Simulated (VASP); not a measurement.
# AlRu (rocksalt type) (Fm-3m) in VASP: a series of runs

The runs below take AlRu (rocksalt type) through relaxation of cell and atoms, with PBE.

All numbers are computed with VASP 6.6.1; they aren't measurements. Logs are shortened: lines on timing, memory, paths and dates and some standing lists are left out, and cuts for length are marked.

## Step 1: The cell of the first run

The structure is cubic, space group Fm-3m (No. 225). Conventional cell: a = 4.587 Å, b = 4.587 Å, c = 4.587 Å, α = 90.00°, β = 90.00°, γ = 90.00°. Within 3.0 Å of Ru (site symmetry m-3m) lie 6 Al at 2.29 Å. Al (site symmetry m-3m) has 6 Ru at 2.29 Å within 3.0 Å.

## Step 2: Relaxation of cell and atoms, PBE, target pressure 60 GPa, at which the enthalpy is minimised

INCAR

```
PREC     = Accurate       # precision mode
ENCUT    = 600            # plane-wave cutoff, eV
EDIFF    = 1E-6           # SCF threshold, eV
ISMEAR   = -1             # smearing method
SIGMA    = 0.05           # smearing width, eV
LREAL    = False          # projectors in reciprocal space
LASPH    = True           # aspherical terms in the spheres
NELM     = 80             # most SCF steps
ALGO     = Normal         # electronic algorithm
ISIF     = 3              # what is computed and relaxed
LWAVE    = False          # write WAVECAR
LCHARG   = False          # write CHGCAR
GGA      = PE             # functional
IBRION   = 2              # ionic algorithm
NSW      = 60             # ionic steps
EDIFFG   = -0.005         # ionic threshold
PSTRESS  = 600.0
```

KPOINTS

```
Automatic mesh
0
Gamma
  14 14 14
```

POSCAR

```
AlRu
1.0
    0.0000000000      2.2934087766      2.2934087766
    2.2934087766      0.0000000000      2.2934087766
    2.2934087766      2.2934087766      0.0000000000
Ru Al
1 1
Direct
    0.0000000000      0.0000000000      0.0000000000
    0.5000000000      0.5000000000      0.5000000000
```

Potentials or basis: VASP PAW PBE potentials, release 64 (Ru_pv, Al).

On the command line:

```bash
> cat potpaw_PBE.64/Ru_pv/POTCAR potpaw_PBE.64/Al/POTCAR > POTCAR
> mpirun -np 1 vasp_std > vasp.out
```

OUTCAR:

```text
PREC = Accurate
   ENCUT = 600
   EDIFF = 1E-6
   ISMEAR = -1
   LREAL = False
   LASPH = True
   NELM = 80
   ISIF = 3
   GGA = PE
   IBRION = 2
   NSW = 60
   EDIFFG = -0.005
   PSTRESS = 600.0

 ion  position               nearest neighbor table
   1  0.000  0.000  0.000-   2 2.29   2 2.29   2 2.29   2 2.29   2 2.29   2 2.29
   2  0.500  0.500  0.500-   1 2.29   1 2.29   1 2.29   1 2.29   1 2.29   1 2.29

  LATTYP: Found a face centered cubic cell.
 ALAT       =     4.5868175532

  Lattice vectors:

 A1 = (   0.0000000000,   2.2934087766,   2.2934087766)
 A2 = (   2.2934087766,   0.0000000000,   2.2934087766)
 A3 = (   2.2934087766,   2.2934087766,   0.0000000000)

Analysis of symmetry for initial positions (statically):
=====================================================================
 Subroutine PRICEL returns:
 Original cell was already a primitive cell.

 Routine SETGRP: Setting up the symmetry group for a
 face centered cubic supercell.

 Subroutine GETGRP returns: Found 48 space group operations
[... 9 lines left out ...]

 Routine SETGRP: Setting up the symmetry group for a
 face centered cubic supercell.

 Subroutine GETGRP returns: Found 48 space group operations
[... 11 lines left out ...]
                                     Primitive cell

  volume of cell :      24.1254

  direct lattice vectors                    reciprocal lattice vectors
     0.000000000  2.293408777  2.293408777    -0.218016084  0.218016084  0.218016084
     2.293408777  0.000000000  2.293408777     0.218016084 -0.218016084  0.218016084
     2.293408777  2.293408777  0.000000000     0.218016084  0.218016084 -0.218016084

  length of vectors
     3.243369796  3.243369796  3.243369796     0.377614934  0.377614934  0.377614934

  position of ions in fractional coordinates (direct lattice)
     0.000000000  0.000000000  0.000000000
     0.500000000  0.500000000  0.500000000

  ion indices of the primitive-cell ions
   primitive index   ion index
                 1           1
                 2           2

----------------------------------------------------------------------------------------

 KPOINTS: Automatic mesh

Automatic generation of k-mesh.
 Grid dimensions read from file:
 generate k-points for:   14   14   14

 Generating k-lattice:

  Cartesian coordinates                     Fractional coordinates (reciprocal lattice)
    -0.015572577  0.015572577  0.015572577     0.071428571  0.000000000  0.000000000
     0.015572577 -0.015572577  0.015572577     0.000000000  0.071428571  0.000000000
     0.015572577  0.015572577 -0.015572577     0.000000000  0.000000000  0.071428571

  Length of vectors
     0.026972495  0.026972495  0.026972495

  Shift w.r.t. Gamma in fractional coordinates (k-lattice)
     0.000000000  0.000000000  0.000000000

 Subroutine IBZKPT returns following result:
 ===========================================

 Found    104 irreducible k-points:

 Following reciprocal coordinates:
            Coordinates               Weight
  0.000000  0.000000  0.000000      1.000000
  0.071429  0.000000  0.000000      8.000000
  0.142857  0.000000  0.000000      8.000000
  0.214286  0.000000  0.000000      8.000000
  0.285714  0.000000  0.000000      8.000000
  0.357143  0.000000  0.000000      8.000000
[... 16 lines left out ...]
  0.214286  0.142857  0.000000     24.000000
  0.285714  0.142857  0.000000     24.000000
 [... further k-points ...]
   k-points           NKPTS =    104   k-points in BZ     NKDIM =    104   number of bands    NBANDS=     12
   number of dos      NEDOS =    301   number of ions     NIONS =      2
   total plane-waves  NPLWV =  21952
   dimension x,y,z NGX =    28 NGY =   28 NGZ =   28
   dimension x,y,z NGXF=    56 NGYF=   56 NGZF=   56
   ions per type =               1   1
   NGX,Y,Z   is equivalent  to a cutoff of  14.35, 14.35, 14.35 a.u.
   NGXF,Y,Z  is equivalent  to a cutoff of  28.70, 28.70, 28.70 a.u.
 SYSTEM =  unknown system
   PREC   = accura    normal or accurate (medium, high low for compatibility)
   ISTART =      0    job   : 0-new  1-cont  2-samecut
   ICHARG =      2    charge: 1-file 2-atom 10-const
   ISPIN  =      1    spin polarized calculation?
   LNONCOLLINEAR =      F non collinear calculations
   LSORBIT =      F    spin-orbit coupling
   LASPH  =      T    aspherical Exc in radial PAW
   ENCUT  =  600.0 eV  44.10 Ry    6.64 a.u.   6.48  6.48  6.48*2*pi/ulx,y,z
   NELM   =     80;   NELMIN=  2; NELMDL= -5     # of ELM steps
   EDIFF  = 0.1E-05   stopping-criterion for ELM
   LREAL  =      F    real-space projection
   EDIFFG = -.5E-02   stopping-criterion for IOM
   NSW    =     60    number of steps for IOM
   IBRION =      2    ionic relax: 0-MD 1-quasi-New 2-CG
   NFREE  =      1    steps in history (QN), initial steepest desc. (CG)
   ISIF   =      3    stress and relaxation
   ISYM   =      2    0-nonsym 1-usesym 2-fastsym
   POTIM  = 0.5000    time-step for ionic-motion
   TEBEG  =    0.0;   TEEND  =   0.0 temperature during run
   PSTRESS=  600.0 pullay stress
   NELECT =      17.0000    total number of electrons
   NUPDOWN=      -1.0000    fix difference up-down
   EMIN   =  10.00;   EMAX   =-10.00  energy-range for DOS
   EFERMI =   0.00;   METHOD = LEGACY
   ISMEAR =    -1;   SIGMA  =   0.05  broadening in eV -4-tet -1-fermi 0-gaus
   EFERMI_NEDOS =   21; number of points for ismear=-14 and -15
   IALGO  =     38    algorithm
   IMIX   =      4    mixing-type and parameters
     AMIX     =   0.40;   BMIX     =  1.00
     AMIX_MAG =   1.60;   BMIX_MAG =  1.00
  volume/ion in A,a.u.               =      12.06        81.40
  Fermi-wavevector in a.u.,A,eV,Ry     =   1.456799  2.752951 28.875150  2.122264
  Thomas-Fermi vector in A             =   2.573675
   LORBIT       =      0    0 simple, 1 ext, 2 COOP (PROOUT), +10 PAW based schemes
   GGA     = PE    functional components
   LHFCALC =     F    Hartree Fock is set to
   AEXX    =    0.0000 exact exchange contribution
   IVDW    =     0    specifies the selected vdW correction
   LEPSILON=     F    determine dielectric tensor
   LRPA    =     F    only Hartree local field effects (RPA)
 conjugate gradient relaxation of ions
 non-spin polarized calculation
  energy-cutoff  :      600.00
  volume of cell :       24.13
 maximum number of plane-waves:       825
 NGX is ok and might be reduce to    28
   NGX = 13   NGY = 13   NGZ = 13

--------------------------------------- Ionic step        1  -------------------------------------------

 number of electron      17.0000002 magnetization

 Free energy of the ion-electron system (eV)
  ---------------------------------------------------
  ext. energy  EPLUGINS =         0.00000000
  ---------------------------------------------------
  free energy    TOTEN  =       -11.64646014 eV

  energy without entropy =      -11.63283536  energy(sigma->0) =      -11.63964775

------------------------ aborting loop because EDIFF is reached ----------------------------------------

  FORCE on cell =-STRESS in cart. coord.  units (eV):
  Direction    XX          YY          ZZ          XY          YZ          ZX
  --------------------------------------------------------------------------------------
  -------------------------------------------------------------------------------------
  Total        9.1340987      9.1340987      9.1340987      0.0000000     -0.0000000      0.0000000
  in kB      606.5992576    606.5992576    606.5992576      0.0000000     -0.0000000      0.0000000
  external PRESSURE =       6.5992576 kB  Pullay stress =     600.0000000 kB

 VOLUME and BASIS-vectors are now :
 -----------------------------------------------------------------------------
  energy-cutoff  :      600.00
  volume of cell :       24.13
      direct lattice vectors                 reciprocal lattice vectors
     0.000000000  2.293408777  2.293408777    -0.218016084  0.218016084  0.218016084
     2.293408777  0.000000000  2.293408777     0.218016084 -0.218016084  0.218016084
     2.293408777  2.293408777  0.000000000     0.218016084  0.218016084 -0.218016084
[... 46 lines left out ...]
  FREE ENERGIE OF THE ION-ELECTRON SYSTEM (eV)
  ---------------------------------------------------
  free  energy   TOTEN  =       -11.7108468455 eV

  energy  without entropy=      -11.6970790600  energy(sigma->0) =      -11.70396295

  enthalpy is  TOTEN    =        -2.6109956228 eV   P V=        9.0998512228

--------------------------------------- Ionic step        3  -------------------------------------------

 number of electron      17.0000002 magnetization

 Free energy of the ion-electron system (eV)
  ---------------------------------------------------
  ext. energy  EPLUGINS =         0.00000000
  ---------------------------------------------------
  free energy    TOTEN  =       -11.66232813 eV

  energy without entropy =      -11.64866899  energy(sigma->0) =      -11.65549856

 E-fermi :  12.6514     XC(G=0): -12.9964

 val. band max:       12.6443786941   @ k =   0.5000   0.2857   0.0714
 cond. band min:      12.6937214608   @ k =  -0.2857   0.2143   0.0000
 fundamental gap:      0.0493427668
 Fermi energy:        12.6514478218

 k-point     1 :       0.0000    0.0000    0.0000
  band No.  band energies     occupation
      1     -29.4385      2.00000
      2     -29.4385      2.00000
      3     -29.4385      2.00000
      4       2.1077      2.00000
      5       9.6415      2.00000
      6       9.6415      2.00000
      7       9.6415      2.00000
      8      10.2071      2.00000
      9      10.2071      2.00000
     10      20.5966      0.00000
     11      20.5966      0.00000
     12      20.5966      0.00000

 k-point     2 :       0.0714    0.0000    0.0000
  band No.  band energies     occupation
      1     -29.4481      2.00000
      2     -29.4401      2.00000
      3     -29.4401      2.00000
      4       2.2377      2.00000
      5       9.5501      2.00000
      6       9.6914      2.00000
      7       9.6914      2.00000
      8      10.1726      2.00000
      9      10.1726      2.00000
     10      20.3187      0.00000
     11      20.7823      0.00000
     12      20.7823      0.00000
[... 316 lines left out ...]
 k-point    24 :       0.2857    0.1429    0.0000
  band No.  band energies     occupation
      1     -29.5346      2.00000
      2     -29.4661      2.00000
      3     -29.4649      2.00000
      4       3.8548      2.00000
      5       8.6347      2.00000
      6       8.9956      2.00000
      7       9.8140      2.00000
      8      10.6591      2.00000
      9      11.1092      2.00000
     10      18.2783      0.00000
     11      20.2217      0.00000
     12      22.4755      0.00000

 [... further k-points ...]
[... 5 lines left out ...]
  --------------------------------------------------------------------------------------
  -------------------------------------------------------------------------------------
  Total        9.0522877      9.0522877      9.0522877      0.0000000      0.0000000     -0.0000000
  in kB      600.1177961    600.1177961    600.1177961      0.0000000      0.0000000     -0.0000000
  external PRESSURE =       0.1177961 kB  Pullay stress =     600.0000000 kB

 VOLUME and BASIS-vectors are now :
 -----------------------------------------------------------------------------
  energy-cutoff  :      600.00
  volume of cell :       24.17
      direct lattice vectors                 reciprocal lattice vectors
     0.000000000  2.294743470  2.294743470    -0.217889279  0.217889279  0.217889279
     2.294743470 -0.000000000  2.294743470     0.217889279 -0.217889279  0.217889279
     2.294743470  2.294743470  0.000000000     0.217889279  0.217889279 -0.217889279

 POSITION                                       TOTAL-FORCE (eV/Angst)
 -----------------------------------------------------------------------------------
      0.00000      0.00000      0.00000        -0.000000      0.000000     -0.000000
      2.29474      2.29474      2.29474         0.000000      0.000000      0.000000
 -----------------------------------------------------------------------------------
    total drift:                               -0.000000      0.000000      0.000000

  FREE ENERGIE OF THE ION-ELECTRON SYSTEM (eV)
  ---------------------------------------------------
  free  energy   TOTEN  =       -11.6623281315 eV

  energy  without entropy=      -11.6486689856  energy(sigma->0) =      -11.65549856

  enthalpy is  TOTEN    =        -2.6118173138 eV   P V=        9.0505108176

 reached required accuracy - stopping structural energy minimisation
```

Wall time 38 s (1 thread of AMD EPYC 9R45 (Zen 5), shared host); peak memory 0.16 GiB.

Results:

```yaml
Free_energy: -11.6623 eV
Relaxed_volume: 12.08 Å³/atom
Relaxed_cell: a = 3.245 Å, b = 3.245 Å, c = 3.245 Å, α = 60.00°, β = 60.00°, γ = 60.00°
Space_group_after_relaxing_to_0.05_Å: Fm-3m (No. 225)
Energy_change_on_relaxing_the_enthalpy_is_what_falls: -7.9 meV/atom
Ionic_steps: 3
Pressure_after_relaxing: 60.0 GPa
```

The path:
```
step  energy change (eV)  largest force (eV/Å)  pressure (GPa)  volume (Å³)
   1              0.0000                0.0000           60.66        24.13
   2             -0.0644                0.0000           58.02        24.30
   3             -0.0159                0.0000           60.01        24.17
```

Final structure:
```yaml
crystal:
  lattice:
    - [0.00000, 2.29474, 2.29474]
    - [2.29474, 0.00000, 2.29474]
    - [2.29474, 2.29474, 0.00000]
  atoms:
    - { symbol: Ru, position: [0.00000, 0.00000, 0.00000] }
    - { symbol: Al, position: [0.50000, 0.50000, 0.50000] }
```

Levels at points of the mesh, in eV from the Fermi level:
```tsv
k point	band 5	band 6	band 7	band 8	band 9	band 10	band 11	band 12
(0.00, 0.00, 0.00)	-3.01	-3.01	-3.01	-2.44	-2.44	7.95	7.95	7.95
(0.50, 0.00, 0.00)	-4.84	-3.81	-3.81	-0.47	-0.47	2.02	7.88	8.77
(0.50, 0.50, 0.00)	-5.08	-3.01	-1.37	0.11	0.11	2.95	2.95	3.11
```

Caveat: the cell is relaxed towards a set pressure, so the enthalpy falls and the energy may rise.

## Step 3: Relaxation of cell and atoms, PBE, target pressure 60 GPa, at which the enthalpy is minimised

INCAR

```
SYSTEM = AlRu
ALGO = Normal
EDIFF = 1E-7
EDIFFG = -0.005
ENCUT = 600
GGA = PE
IBRION = 2
ISIF = 3
ISMEAR = -1
LASPH = .True.
LCHARG = .False.
LREAL = .False.
LWAVE = .False.
NELM = 80
NSW = 32
PREC = Accurate
PSTRESS = 600.0
SIGMA = 0.05
```

KPOINTS

```
k-points
0
Gamma
  14 14 14
  0 0 0
```

POSCAR

```
AlRu
1.0
    0.0000000000      2.2941987362      2.2941987362
    2.2941987362      0.0000000000      2.2941987362
    2.2941987362      2.2941987362      0.0000000000
Ru Al
1 1
Direct
    0.0000000000      0.0000000000      0.0000000000
    0.5000000000      0.5000000000      0.5000000000
```

Potentials or basis: VASP PAW PBE potentials, release 64 (Ru_pv, Al).

On the command line:

```bash
> cat potpaw_PBE.64/Ru_pv/POTCAR potpaw_PBE.64/Al/POTCAR > POTCAR
> mpirun -np 1 vasp_std > vasp.out
```

It took 42 s on 1 thread of AMD EPYC 9R45 (Zen 5), shared host; peak memory 0.16 GiB.

It converged, with:

| Quantity | Value |
| --- | --- |
| Free energy | -11.6624 eV |
| Relaxed volume | 12.08 Å³/atom |
| Relaxed cell | a = 3.245 Å, b = 3.245 Å, c = 3.245 Å, α = 60.00°, β = 60.00°, γ = 60.00° |
| Space group after relaxing (to 0.05 Å) | Fm-3m (No. 225) |
| Energy change on relaxing (the enthalpy is what falls) | -3.3 meV/atom |
| Ionic steps | 3 |
| Pressure after relaxing | 60.0 GPa |

Step by step:
| step | energy change (eV) | largest force (eV/Å) | pressure (GPa) | volume (Å³) |
| --- | --- | --- | --- | --- |
| 1 | 0.0000 | 0.0000 | 60.28 | 24.15 |
| 2 | -0.0278 | 0.0000 | 59.14 | 24.22 |
| 3 | -0.0065 | 0.0000 | 60.01 | 24.17 |

Final structure:
```cif
data_structure
_symmetry_space_group_name_H-M 'P 1'
_symmetry_Int_Tables_number 1
_cell_length_a 3.2453
_cell_length_b 3.2453
_cell_length_c 3.2453
_cell_angle_alpha 60.000
_cell_angle_beta 60.000
_cell_angle_gamma 60.000
_cell_volume 24.17
loop_
_atom_site_label
_atom_site_type_symbol
_atom_site_fract_x
_atom_site_fract_y
_atom_site_fract_z
_atom_site_occupancy
Ru1 Ru 0.00000 0.00000 0.00000 1
Al1 Al 0.50000 0.50000 0.50000 1
```

Levels at points of the mesh, in eV from the Fermi level:
```
           k point  band 5  band 6  band 7  band 8  band 9  band 10  band 11  band 12
(0.00, 0.00, 0.00)   -3.01   -3.01   -3.01   -2.44   -2.44     7.95     7.95     7.95
(0.50, 0.00, 0.00)   -4.84   -3.81   -3.81   -0.47   -0.47     2.02     7.88     8.77
(0.50, 0.50, 0.00)   -5.08   -3.01   -1.37    0.11    0.11     2.95     2.95     3.11
```

Caveat: the cell is relaxed towards a set pressure, so the enthalpy falls and the energy may rise.

(Continued in part 2 of 2.)
